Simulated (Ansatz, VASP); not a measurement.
# One calculation of ZrS, two programs

Contents of POSCAR:

```
ZrS
1.0
    0.0000000000      2.4702195758      2.9642634910
    2.4702195758      0.0000000000      2.9642634910
    2.4702195758      2.4702195758      0.0000000000
Zr S
1 1
Direct
    0.0000000000      0.0000000000      0.0000000000
    0.5000000000      0.5000000000      0.5000000000
```

The input INCAR.step1:

```
  PREC = Accurate
  ENCUT = 520
  ISMEAR = 0
  SIGMA = 0.15
  LREAL = F
  LASPH = T
  NELM = 80
  NBANDS = 16
  GGA = PE
  ALGO = Normal
  EDIFF = 1E-4
  LWAVE = T
  LCHARG = F
```

Contents of INCAR.step2:

```
  PREC = Accurate
  ENCUT = 520
  EDIFF = 1E-6
  ISMEAR = 0
  SIGMA = 0.15
  LREAL = F
  LASPH = T
  NELM = 80
  ALGO = Normal
  ISIF = 2
  LWAVE = F
  LCHARG = F
  METAGGA = R2SCAN
  LMIXTAU = T
  NBANDS = 16
  ISTART = 1
```

KPOINTS

```
Automatic mesh
0
Gamma
  18 18 18
```

Input for Ansatz:

```yaml
crystal:
  lattice:
    - [0.0, 2.4702195758, 2.964263491]
    - [2.4702195758, 0.0, 2.964263491]
    - [2.4702195758, 2.4702195758, 0.0]
  atoms:
    - { symbol: Zr, position: [0.0, 0.0, 0.0] }
    - { symbol: S, position: [0.5, 0.5, 0.5] }
basis:
  ecutwfc: 500
kpoints:
  mp_grid: { grid: [18, 18, 18] }
hamiltonian:
  xc: r2scan
scf:
  occupations: { method: gaussian, width: 0.15 }
output:
  forces: true
  stress: true
  eigenvalues: true
```

Alike in both runs: task single point; functional r2SCAN; k mesh 18 × 18 × 18; occupations gaussian, width 0.15 eV; no spin polarisation.

|  | VASP | Ansatz |
| --- | --- | --- |
| version | VASP 6.6.1 | Ansatz 0.2.0 |
| potentials or method | VASP PAW PBE potentials, release 64 (Zr_sv, S), cutoff 520 eV | scalar-relativistic, plane waves, PAW |
| valence electrons in the cell | 18 | 18 |

```tsv
	VASP	Ansatz	Ansatz less VASP
gap on the k mesh at the Fermi level (eV)	none	none	-
pressure (GPa)	8.3	8.3	-0.01
traceless stress, the component that is largest in VASP (GPa)	-23.21	-23.20	+0.010
```

VASP's potentials were made for PBE, not for r2SCAN. A gap of «none» marks a metal or a gap that the smearing closes.
